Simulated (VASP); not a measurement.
# Hg2WCl6 (Fm-3m) in VASP: single point with r2SCAN

Aim: the single point of Hg2WCl6 with r2SCAN.

Everything below comes from runs of VASP 6.6.1. Logs are shortened: lines on timing, memory, paths and dates and some standing lists are left out, and cuts for length are marked.

**1. The cell of the first run**

It takes space group Fm-3m (No. 225, cubic). The conventional cell has a = 9.768 Å, b = 9.768 Å, c = 9.768 Å, α = 90.00°, β = 90.00°, γ = 90.00°. Within 3.0 Å of W (site symmetry m-3m) lie 6 Cl at 2.30 Å. Within 4.5 Å of Hg (site symmetry -43m) lie 12 Cl at 3.46 Å and 4 W at 4.23 Å. Cl (site symmetry 4mm) has 1 W at 2.30 Å within 3.0 Å.

**2. Single point, r2SCAN**

The input, POSCAR:

```
Hg2WCl6
1.0
    0.0000000000      4.8842360000      4.8842360000
    4.8842360000      0.0000000000      4.8842360000
    4.8842360000      4.8842360000      0.0000000000
W Hg Cl
1 2 6
Direct
    0.0000000000      0.0000000000      0.0000000000
    0.2500000000      0.2500000000      0.2500000000
    0.7500000000      0.7500000000      0.7500000000
    0.2354880750      0.7645119250      0.7645119250
    0.7645119250      0.2354880750      0.7645119250
    0.7645119250      0.2354880750      0.2354880750
    0.2354880750      0.7645119250      0.2354880750
    0.7645119250      0.7645119250      0.2354880750
    0.2354880750      0.2354880750      0.7645119250
```

The input, INCAR.step1:

```
  PREC = Accurate
  ENCUT = 520
  ISMEAR = 1
  SIGMA = 0.1091
  LREAL = False
  LASPH = True
  NELM = 60
  NBANDS = 50
  GGA = PE
  ALGO = Normal
  EDIFF = 1E-4
  LWAVE = True
  LCHARG = False
```

The input, INCAR.step2:

```
  PREC = Accurate
  ENCUT = 520
  EDIFF = 1E-6
  ISMEAR = 1
  SIGMA = 0.1091
  LREAL = False
  LASPH = True
  NELM = 60
  ALGO = Normal
  ISIF = 2
  LWAVE = False
  LCHARG = False
  METAGGA = R2SCAN
  LMIXTAU = True
  NBANDS = 50
  ISTART = 1
```

The input, KPOINTS:

```
Automatic mesh
0
Gamma
  5 5 5
```

Potentials or basis: VASP PAW PBE potentials, release 64 (W_sv, Hg, Cl).

Started as:

```sh
$ cat potpaw_PBE.64/W_sv/POTCAR potpaw_PBE.64/Hg/POTCAR potpaw_PBE.64/Cl/POTCAR > POTCAR
$ cp INCAR.step1 INCAR
$ mpirun -np 1 vasp_std > vasp.out
$ cp INCAR.step2 INCAR
$ mpirun -np 1 vasp_std > vasp.out
```

OUTCAR:

```text
PREC = Accurate
   ENCUT = 520
   EDIFF = 1E-6
   ISMEAR = 1
   LREAL = False
   LASPH = True
   NELM = 60
   ISIF = 2
   METAGGA = R2SCAN
   ISTART = 1

 ion  position               nearest neighbor table
   1  0.000  0.000  0.000-   4 2.30   5 2.30   6 2.30   7 2.30   8 2.30   9 2.30
   2  0.250  0.250  0.250-
   3  0.750  0.750  0.750-
   4  0.235  0.765  0.765-   1 2.30
   5  0.765  0.235  0.765-   1 2.30
   6  0.765  0.235  0.235-   1 2.30
   7  0.235  0.765  0.235-   1 2.30
   8  0.765  0.765  0.235-   1 2.30
   9  0.235  0.235  0.765-   1 2.30

  LATTYP: Found a face centered cubic cell.
 ALAT       =     9.7684720000

  Lattice vectors:

 A1 = (   0.0000000000,   4.8842360000,   4.8842360000)
 A2 = (   4.8842360000,   0.0000000000,   4.8842360000)
 A3 = (   4.8842360000,   4.8842360000,   0.0000000000)

Analysis of symmetry for initial positions (statically):
=====================================================================
 Subroutine PRICEL returns:
 Original cell was already a primitive cell.

 Routine SETGRP: Setting up the symmetry group for a
 face centered cubic supercell.

 Subroutine GETGRP returns: Found 48 space group operations
 (whereof 48 operations were pure point group operations)
 out of a pool of 48 trial point group operations.

The static configuration has the point symmetry O_h .

Analysis of symmetry for dynamics (positions and initial velocities):
=====================================================================
 Subroutine PRICEL returns:
 Original cell was already a primitive cell.

 Routine SETGRP: Setting up the symmetry group for a
 face centered cubic supercell.

 Subroutine GETGRP returns: Found 48 space group operations
 (whereof 48 operations were pure point group operations)
 out of a pool of 48 trial point group operations.

The dynamic configuration has the point symmetry O_h .

 Subroutine INISYM returns: Found 48 space group operations
 (whereof 48 operations are pure point group operations),
 and found     1 'primitive' translations

----------------------------------------------------------------------------------------

                                     Primitive cell

  volume of cell :     233.0343

  direct lattice vectors                    reciprocal lattice vectors
     0.000000000  4.884236000  4.884236000    -0.102370156  0.102370156  0.102370156
     4.884236000  0.000000000  4.884236000     0.102370156 -0.102370156  0.102370156
     4.884236000  4.884236000  0.000000000     0.102370156  0.102370156 -0.102370156

  length of vectors
     6.907352793  6.907352793  6.907352793     0.177310311  0.177310311  0.177310311

  position of ions in fractional coordinates (direct lattice)
     0.000000000  0.000000000  0.000000000
     0.250000000  0.250000000  0.250000000
     0.750000000  0.750000000  0.750000000
     0.235488075  0.764511925  0.764511925
     0.764511925  0.235488075  0.764511925
     0.764511925  0.235488075  0.235488075
     0.235488075  0.764511925  0.235488075
     0.764511925  0.764511925  0.235488075
     0.235488075  0.235488075  0.764511925

  ion indices of the primitive-cell ions
   primitive index   ion index
                 1           1
                 2           2
                 3           3
                 4           4
                 5           5
                 6           6
                 7           7
                 8           8
                 9           9

----------------------------------------------------------------------------------------

 KPOINTS: Automatic mesh

Automatic generation of k-mesh.
 Grid dimensions read from file:
 generate k-points for:    5    5    5

 Generating k-lattice:

  Cartesian coordinates                     Fractional coordinates (reciprocal lattice)
    -0.020474031  0.020474031  0.020474031     0.200000000  0.000000000  0.000000000
     0.020474031 -0.020474031  0.020474031     0.000000000  0.200000000  0.000000000
     0.020474031  0.020474031 -0.020474031     0.000000000  0.000000000  0.200000000

  Length of vectors
     0.035462062  0.035462062  0.035462062

  Shift w.r.t. Gamma in fractional coordinates (k-lattice)
     0.000000000  0.000000000  0.000000000

 Subroutine IBZKPT returns following result:
 ===========================================

 Found     10 irreducible k-points:

 Following reciprocal coordinates:
            Coordinates               Weight
  0.000000  0.000000  0.000000      1.000000
  0.200000  0.000000  0.000000      8.000000
  0.400000  0.000000  0.000000      8.000000
  0.200000  0.200000  0.000000      6.000000
  0.400000  0.200000  0.000000     24.000000
 -0.400000  0.200000  0.000000     24.000000
 -0.200000  0.200000  0.000000     12.000000
  0.400000  0.400000  0.000000      6.000000
 -0.400000  0.400000  0.000000     12.000000
 -0.400000  0.400000  0.200000     24.000000
   k-points           NKPTS =     10   k-points in BZ     NKDIM =     10   number of bands    NBANDS=     50
   number of dos      NEDOS =    301   number of ions     NIONS =      9
   total plane-waves  NPLWV = 157464
   dimension x,y,z NGX =    54 NGY =   54 NGZ =   54
   dimension x,y,z NGXF=   108 NGYF=  108 NGZF=  108
   ions per type =               1   2   6
   NGX,Y,Z   is equivalent  to a cutoff of  13.00, 13.00, 13.00 a.u.
   NGXF,Y,Z  is equivalent  to a cutoff of  25.99, 25.99, 25.99 a.u.
 SYSTEM =  unknown system
   PREC   = accura    normal or accurate (medium, high low for compatibility)
   ISTART =      1    job   : 0-new  1-cont  2-samecut
   ICHARG =      0    charge: 1-file 2-atom 10-const
   ISPIN  =      1    spin polarized calculation?
   LNONCOLLINEAR =      F non collinear calculations
   LSORBIT =      F    spin-orbit coupling
   LASPH  =      T    aspherical Exc in radial PAW
   ENCUT  =  520.0 eV  38.22 Ry    6.18 a.u.  12.84 12.84 12.84*2*pi/ulx,y,z
   NELM   =     60;   NELMIN=  2; NELMDL=  0     # of ELM steps
   EDIFF  = 0.1E-05   stopping-criterion for ELM
   LREAL  =      F    real-space projection
   EDIFFG = 0.1E-04   stopping-criterion for IOM
   NSW    =      0    number of steps for IOM
   IBRION =     -1    ionic relax: 0-MD 1-quasi-New 2-CG
   NFREE  =      0    steps in history (QN), initial steepest desc. (CG)
   ISIF   =      2    stress and relaxation
   ISYM   =      2    0-nonsym 1-usesym 2-fastsym
   POTIM  = 0.5000    time-step for ionic-motion
   TEBEG  =    0.0;   TEEND  =   0.0 temperature during run
   PSTRESS=    0.0 pullay stress
   NELECT =      80.0000    total number of electrons
   NUPDOWN=      -1.0000    fix difference up-down
   EMIN   =  10.00;   EMAX   =-10.00  energy-range for DOS
   EFERMI =   0.00;   METHOD = LEGACY
   ISMEAR =     1;   SIGMA  =   0.11  broadening in eV -4-tet -1-fermi 0-gaus
   EFERMI_NEDOS =   21; number of points for ismear=-14 and -15
   IALGO  =     38    algorithm
   IMIX   =      4    mixing-type and parameters
     AMIX     =   0.40;   BMIX     =  1.00
     AMIX_MAG =   1.60;   BMIX_MAG =  1.00
  volume/ion in A,a.u.               =      25.89       174.73
  Fermi-wavevector in a.u.,A,eV,Ry     =   1.146300  2.166192 17.878097  1.314003
  Thomas-Fermi vector in A             =   2.282985
   LORBIT       =      0    0 simple, 1 ext, 2 COOP (PROOUT), +10 PAW based schemes
   METAGGA = R2SCAN    functional components
   LHFCALC =     F    Hartree Fock is set to
   AEXX    =    0.0000 exact exchange contribution
   IVDW    =     0    specifies the selected vdW correction
   LEPSILON=     F    determine dielectric tensor
   LRPA    =     F    only Hartree local field effects (RPA)
 non-spin polarized calculation
 Methfessel and Paxton  Order N= 1 SIGMA  =   0.11
  energy-cutoff  :      520.00
  volume of cell :      233.03
 maximum number of plane-waves:      6293
 NGX is ok and might be reduce to    54
   NGX = 25   NGY = 25   NGZ = 25

 number of electron      80.0000006 magnetization

 Free energy of the ion-electron system (eV)
  ---------------------------------------------------
  ext. energy  EPLUGINS =         0.00000000
  ---------------------------------------------------
  free energy    TOTEN  =      -193.31525385 eV

  energy without entropy =     -193.31696872  energy(sigma->0) =     -193.31582547

 E-fermi :   1.5286     XC(G=0):  -9.4564

 val. band max:        1.4530416128   @ k =   0.4000   0.4000   0.0000
 cond. band min:       1.6192741831   @ k =   0.0000   0.0000   0.0000
 fundamental gap:      0.1662325703
 Fermi energy:         1.5285692527

 k-point     1 :       0.0000    0.0000    0.0000
  band No.  band energies     occupation
      1     -76.6231      2.00000
      2     -40.0834      2.00000
      3     -40.0834      2.00000
      4     -40.0834      2.00000
      5     -15.4283      2.00000
      6     -14.5248      2.00000
[... 42 lines left out ...]
     49       8.7836      0.00000
     50       9.1422      0.00000

 k-point     2 :       0.2000    0.0000    0.0000
  band No.  band energies     occupation
      1     -76.6231      2.00000
      2     -40.0834      2.00000
      3     -40.0833      2.00000
      4     -40.0833      2.00000
      5     -15.3895      2.00000
      6     -14.5496      2.00000
[... 42 lines left out ...]
     49       8.5063      0.00000
     50       8.5066      0.00000

 k-point     3 :       0.4000    0.0000    0.0000
  band No.  band energies     occupation
      1     -76.6231      2.00000
      2     -40.0834      2.00000
      3     -40.0834      2.00000
      4     -40.0833      2.00000
      5     -15.3164      2.00000
      6     -14.5790      2.00000
[... 360 lines left out ...]
     49       7.4648      0.00000
     50       7.8190      0.00000

 k-point    10 :      -0.4000    0.4000    0.2000
  band No.  band energies     occupation
      1     -76.6231      2.00000
      2     -40.0834      2.00000
      3     -40.0834      2.00000
      4     -40.0834      2.00000
      5     -15.2734      2.00000
      6     -14.6726      2.00000
[... 42 lines left out ...]
     49       7.8099      0.00000
     50       7.8645      0.00000

------------------------ aborting loop because EDIFF is reached ----------------------------------------

  FORCE on cell =-STRESS in cart. coord.  units (eV):
  Direction    XX          YY          ZZ          XY          YZ          ZX
  --------------------------------------------------------------------------------------
  -------------------------------------------------------------------------------------
  Total        1.8205752      1.8205752      1.8205752      0.0000000     -0.0000000      0.0000000
  in kB       12.5169725     12.5169725     12.5169725      0.0000000     -0.0000000      0.0000000
  external PRESSURE =      12.5169725 kB  Pullay stress =       0.0000000 kB

 VOLUME and BASIS-vectors are now :
 -----------------------------------------------------------------------------
  energy-cutoff  :      520.00
  volume of cell :      233.03
      direct lattice vectors                 reciprocal lattice vectors
     0.000000000  4.884236000  4.884236000    -0.102370156  0.102370156  0.102370156
     4.884236000  0.000000000  4.884236000     0.102370156 -0.102370156  0.102370156
     4.884236000  4.884236000  0.000000000     0.102370156  0.102370156 -0.102370156

 POSITION                                       TOTAL-FORCE (eV/Angst)
 -----------------------------------------------------------------------------------
      0.00000      0.00000      0.00000         0.000000     -0.000000      0.000000
      2.44212      2.44212      2.44212         0.000000      0.000000      0.000000
      7.32635      7.32635      7.32635        -0.000000     -0.000000      0.000000
      7.46811      4.88424      4.88424         0.002244     -0.000000      0.000000
      4.88424      7.46811      4.88424         0.000000      0.002244      0.000000
      2.30036      4.88424      4.88424        -0.002244     -0.000000      0.000000
      4.88424      2.30036      4.88424         0.000000     -0.002244      0.000000
      4.88424      4.88424      7.46811         0.000000     -0.000000      0.002244
      4.88424      4.88424      2.30036         0.000000     -0.000000     -0.002244
 -----------------------------------------------------------------------------------
    total drift:                               -0.000000     -0.000000     -0.000000

  FREE ENERGIE OF THE ION-ELECTRON SYSTEM (eV)
  ---------------------------------------------------
  free  energy   TOTEN  =      -193.3152538504 eV

  energy  without entropy=     -193.3169687212  energy(sigma->0) =     -193.31582547
```

Wall time 6.8 min (1 thread of Oxide Virtual Turin-like, shared host); peak memory 0.45 GiB.

Results:

```
Free energy            : -193.3153 eV
Pressure               : 1.3 GPa
Band gap on the k mesh : 0.17 eV (least direct gap 0.79 eV)
```

Forces on the atoms (eV/Å):
```
W    0.000  0.000  0.000
Hg   0.000  0.000  0.000
Hg   0.000  0.000  0.000
Cl   0.002  0.000  0.000
Cl   0.000  0.002  0.000
Cl  -0.002  0.000  0.000
Cl   0.000 -0.002  0.000
Cl   0.000  0.000  0.002
Cl   0.000  0.000 -0.002
```

Caveat: the PAW data sets were made with another functional, which shifts forces and pressure a little; spin-orbit coupling is left out, which moves the levels of the heavy elements; an odd mesh through Γ misses points on the zone boundary, where band edges can lie.
